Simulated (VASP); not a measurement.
# CaSiH6 (Amm2) in VASP: settings compared, part 2 of 2

VASP 6.6.1. Earlier steps stand in the parts before.

### Step 3. Relaxation of cell and atoms, PBEsol

This run uses another cell than the first one, of 13.00 Å³/atom.

The input, INCAR:

```
SYSTEM = CaSiH6
PREC = Accurate
ENCUT = 600
EDIFF = 1E-6
ISMEAR = -1
SIGMA = 0.03
LREAL = .FALSE.
LASPH = .TRUE.
NELM = 100
ALGO = Normal
ISIF = 3
LWAVE = .FALSE.
LCHARG = .FALSE.
GGA = PS
IBRION = 2
NSW = 100
EDIFFG = -0.01
```

The input, KPOINTS:

```
regular mesh
0
G
  6 4 4
  0 0 0
```

The input, POSCAR:

```
CaSiH6
1.0
    4.1439691400      0.0000000000      0.0000000000
    0.0000000000      2.7797782800      4.5125313900
    0.0000000000     -2.7797782800      4.5125313900
Ca Si H
1 1 6
Direct
    0.5000000000      0.5994390000      0.5994390000
    0.0000000000      0.9019570000      0.9019570000
    0.0000000000      0.9347750000      0.3849840000
    0.0000000000      0.3849840000      0.9347750000
    0.0000000000      0.4138560000      0.4138560000
    0.5000000000      0.5702260000      0.1132460000
    0.5000000000      0.1132460000      0.5702260000
    0.5000000000      0.0815180000      0.0815180000
```

Potentials or basis: VASP PAW PBE potentials, release 64 (Ca_sv, Si, H).

On the command line:

```bash
$ cat potpaw_PBE.64/Ca_sv/POTCAR potpaw_PBE.64/Si/POTCAR potpaw_PBE.64/H/POTCAR > POTCAR
$ mpirun -np 1 vasp_std > vasp.out
```

OUTCAR:

```text
SYSTEM = CaSiH6
   PREC = Accurate
   ENCUT = 600
   EDIFF = 1E-6
   ISMEAR = -1
   LREAL = .FALSE.
   LASPH = .TRUE.
   NELM = 100
   ISIF = 3
   GGA = PS
   IBRION = 2
   NSW = 100
   EDIFFG = -0.01

 ion  position               nearest neighbor table
   1  0.500  0.599  0.599-
   2  0.000  0.902  0.902-
   3  0.000  0.935  0.385-
   4  0.000  0.385  0.935-
   5  0.000  0.414  0.414-
   6  0.500  0.570  0.113-
   7  0.500  0.113  0.570-
   8  0.500  0.082  0.082-

  LATTYP: Found a base centered orthorhombic cell.
 ALAT       =     5.5595565600
 B/A-ratio  =     1.6233422005
 C/A-ratio  =     0.7453776385

  Lattice vectors:

 A1 = (   0.0000000000,   2.7797782800,  -4.5125313900)
 A2 = (   0.0000000000,   2.7797782800,   4.5125313900)
 A3 = (   4.1439691400,   0.0000000000,   0.0000000000)

Analysis of symmetry for initial positions (statically):
=====================================================================
 Subroutine PRICEL returns:
 Original cell was already a primitive cell.

 Routine SETGRP: Setting up the symmetry group for a
 base centered orthorhombic supercell.

 Subroutine GETGRP returns: Found  4 space group operations
 (whereof  4 operations were pure point group operations)
 out of a pool of  8 trial point group operations.

The static configuration has the point symmetry C_2v.

Analysis of symmetry for dynamics (positions and initial velocities):
=====================================================================
 Subroutine PRICEL returns:
 Original cell was already a primitive cell.

 Routine SETGRP: Setting up the symmetry group for a
 base centered orthorhombic supercell.

 Subroutine GETGRP returns: Found  4 space group operations
 (whereof  4 operations were pure point group operations)
 out of a pool of  8 trial point group operations.

The dynamic configuration has the point symmetry C_2v.

[... 113 lines left out ...]
   NSW    =    100    number of steps for IOM
   IBRION =      2    ionic relax: 0-MD 1-quasi-New 2-CG
   NFREE  =      1    steps in history (QN), initial steepest desc. (CG)
   ISIF   =      3    stress and relaxation
   ISYM   =      2    0-nonsym 1-usesym 2-fastsym
   POTIM  = 0.5000    time-step for ionic-motion
   TEBEG  =    0.0;   TEEND  =   0.0 temperature during run
   PSTRESS=    0.0 pullay stress
   NELECT =      20.0000    total number of electrons
   NUPDOWN=      -1.0000    fix difference up-down
   EMIN   =  10.00;   EMAX   =-10.00  energy-range for DOS
   EFERMI =   0.00;   METHOD = LEGACY
   ISMEAR =    -1;   SIGMA  =   0.03  broadening in eV -4-tet -1-fermi 0-gaus
   EFERMI_NEDOS =   21; number of points for ismear=-14 and -15
   IALGO  =     38    algorithm
   IMIX   =      4    mixing-type and parameters
     AMIX     =   0.40;   BMIX     =  1.00
     AMIX_MAG =   1.60;   BMIX_MAG =  1.00
  volume/ion in A,a.u.               =      13.00        87.70
  Fermi-wavevector in a.u.,A,eV,Ry     =   0.945060  1.785904 12.151875  0.893138
  Thomas-Fermi vector in A             =   2.072925
   LORBIT       =      0    0 simple, 1 ext, 2 COOP (PROOUT), +10 PAW based schemes
   GGA     = PS    functional components
   LHFCALC =     F    Hartree Fock is set to
   AEXX    =    0.0000 exact exchange contribution
   IVDW    =     0    specifies the selected vdW correction
   LEPSILON=     F    determine dielectric tensor
   LRPA    =     F    only Hartree local field effects (RPA)
 conjugate gradient relaxation of ions
 non-spin polarized calculation
  energy-cutoff  :      600.00
  volume of cell :      103.96
 maximum number of plane-waves:      3492
 NGX is ok and might be reduce to    36
   NGX = 17   NGY = 21   NGZ = 21

--------------------------------------- Ionic step        1  -------------------------------------------

 number of electron      20.0000002 magnetization

 Free energy of the ion-electron system (eV)
  ---------------------------------------------------
  ext. energy  EPLUGINS =         0.00000000
  ---------------------------------------------------
  free energy    TOTEN  =       -20.96146880 eV

  energy without entropy =      -20.94792379  energy(sigma->0) =      -20.95469630

 E-fermi :  -0.0251     XC(G=0):  -8.3936

 val. band max:       -0.0252504227   @ k =   0.0000  -0.2500   0.2500
 cond. band min:      -0.0249922793   @ k =   0.1667   0.2500  -0.0000
 fundamental gap:      0.0002581434
 Fermi energy:        -0.0251284731
[... 1424 lines left out ...]
      4     -17.4982      2.00000
      5      -5.3344      2.00000
      6      -4.0232      2.00000
      7      -1.6427      2.00000
      8      -0.0917      2.00000
      9       0.3792      2.00000
     10       1.2421      2.00000
     11       2.8402      0.10349
     12       6.3275      0.00000
     13       6.6415      0.00000
     14       7.4798      0.00000
     15       8.7056      0.00000

 [... further k-points ...]

[... ionic steps 4 to 42 ...]

--------------------------------------- Ionic step       43  -------------------------------------------

 number of electron      20.0000000 magnetization

------------------------ aborting loop because EDIFF is reached ----------------------------------------
[... 79 lines left out ...]
--------------------------------------- Ionic step       45  -------------------------------------------

 number of electron      20.0000000 magnetization

 Free energy of the ion-electron system (eV)
  ---------------------------------------------------
  ext. energy  EPLUGINS =         0.00000000
  ---------------------------------------------------
  free energy    TOTEN  =       -25.86125559 eV

  energy without entropy =      -25.85618177  energy(sigma->0) =      -25.85871868

 E-fermi :   2.7758     XC(G=0): -10.0491

 val. band max:        2.7136004403   @ k =   0.1667   0.5000  -0.0000
 cond. band min:       2.7798378415   @ k =   0.3333   0.5000   0.2500
 fundamental gap:      0.0662374012
 Fermi energy:         2.7757791889
[... 467 lines left out ...]
  FREE ENERGIE OF THE ION-ELECTRON SYSTEM (eV)
  ---------------------------------------------------
  free  energy   TOTEN  =       -25.8612555884 eV

  energy  without entropy=      -25.8561817678  energy(sigma->0) =      -25.85871868

 reached required accuracy - stopping structural energy minimisation
```

OSZICAR:

```text
N       E                     dE             d eps       ncg     rms          rms(c)
DAV:   1     0.951435982108E+02    0.95144E+02   -0.94282E+03   840   0.125E+03
DAV:   2    -0.155705491774E+02   -0.11071E+03   -0.10902E+03   987   0.263E+02
DAV:   3    -0.215018987686E+02   -0.59313E+01   -0.58884E+01  1659   0.511E+01
[... 387 lines left out ...]
       N       E                     dE             d eps       ncg     rms          rms(c)
DAV:   1    -0.258612576368E+02   -0.23118E-04   -0.16975E-03   840   0.387E-01    0.140E-02
DAV:   2    -0.258612568653E+02    0.77153E-06   -0.44522E-05  1127   0.662E-02    0.780E-03
DAV:   3    -0.258612554786E+02    0.13867E-05   -0.52916E-06  1141   0.177E-02    0.201E-03
DAV:   4    -0.258612555884E+02   -0.10983E-06   -0.49170E-07   511   0.587E-03
  45 F= -.25861256E+02 E0= -.25858719E+02  d E =-.210927E-04
```

It took 44 min on 1 thread of Oxide Virtual Turin-like, shared host; peak memory 0.27 GiB.

Results:

```
Free energy                           : -25.8613 eV
Relaxed volume                        : 7.80 Å³/atom
Relaxed cell                          : a = 3.139 Å, b = 4.524 Å, c = 4.524 Å, α = 76.02°, β = 90.00°, γ = 90.00°
Space group after relaxing (to 0.1 Å) : Amm2 (No. 38)
Energy gained by relaxing             : 612.5 meV/atom
Ionic steps                           : 45
Pressure after relaxing               : 0.0 GPa
Largest force after relaxing          : 0.008 eV/Å
Band gap on the k mesh                : zero (bands 10 and 11 overlap by 2.67 eV)
```

Forces on the atoms (eV/Å):
```
Ca   0.000  0.000 -0.001
Si   0.000  0.000  0.002
H    0.000  0.000 -0.002
H    0.000  0.000 -0.002
H    0.000  0.000 -0.002
H    0.000  0.004 -0.002
H    0.000 -0.004 -0.002
H    0.000  0.000  0.008
```

The path:
| step | energy change (eV) | largest force (eV/Å) | pressure (GPa) | volume (Å³) |
| --- | --- | --- | --- | --- |
| 1 | 0.0000 | 0.5361 | -14.12 | 103.96 |
| 3 | -3.1444 | 1.2424 | 15.58 | 49.10 |
| 5 | -3.4867 | 1.1009 | -0.67 | 57.70 |
| 7 | -3.6628 | 1.1263 | 1.39 | 55.89 |
| 9 | -3.8870 | 0.6481 | 5.91 | 54.11 |
| 11 | -4.1116 | 0.7165 | 6.79 | 56.54 |
| 13 | -4.4130 | 1.3575 | -0.80 | 65.08 |
| 15 | -4.6329 | 0.6065 | -4.50 | 66.69 |
| 17 | -4.7801 | 0.3763 | -0.30 | 62.72 |
| 19 | -4.8132 | 0.2857 | 0.44 | 62.10 |
| 21 | -4.8500 | 0.2447 | -0.08 | 61.94 |
| 23 | -4.8554 | 0.1664 | -0.03 | 61.96 |
| 25 | -4.8650 | 0.0991 | -0.15 | 62.18 |
| 27 | -4.8826 | 0.1878 | 0.50 | 62.10 |
| 29 | -4.8853 | 0.2691 | 0.85 | 62.05 |
| 31 | -4.8924 | 0.1395 | 0.05 | 62.54 |
| 33 | -4.8970 | 0.0623 | -0.08 | 62.82 |
| 35 | -4.8980 | 0.0433 | -0.16 | 62.84 |
| 37 | -4.8992 | 0.0254 | -0.04 | 62.64 |
| 39 | -4.8994 | 0.0227 | -0.01 | 62.56 |
| 41 | -4.8997 | 0.0113 | 0.03 | 62.39 |
| 43 | -4.8998 | 0.0171 | -0.03 | 62.37 |
| 45 | -4.8998 | 0.0078 | 0.00 | 62.36 |

Final structure:
```yaml
crystal:
  lattice:
    - [3.13940, 0.00000, 0.00000]
    - [0.00000, 2.78608, 3.56494]
    - [0.00000, -2.78608, 3.56494]
  atoms:
    - { symbol: Ca, position: [0.50000, 0.57439, 0.57439] }
    - { symbol: Si, position: [0.00000, 0.96343, 0.96343] }
    - { symbol: H, position: [0.00000, 0.91961, 0.32252] }
    - { symbol: H, position: [0.00000, 0.32252, 0.91961] }
    - { symbol: H, position: [0.00000, 0.38048, 0.38048] }
    - { symbol: H, position: [0.50000, 0.68474, 0.04837] }
    - { symbol: H, position: [0.50000, 0.04837, 0.68474] }
    - { symbol: H, position: [0.50000, 0.10646, 0.10646] }
```

Caveat: the volume moved by over 15 % at a fixed basis, so the end points are rough; the PAW data sets were made with another functional, which shifts forces and pressure a little.

The gap in the log of VASP goes by the Fermi energy; the results here count the filled bands.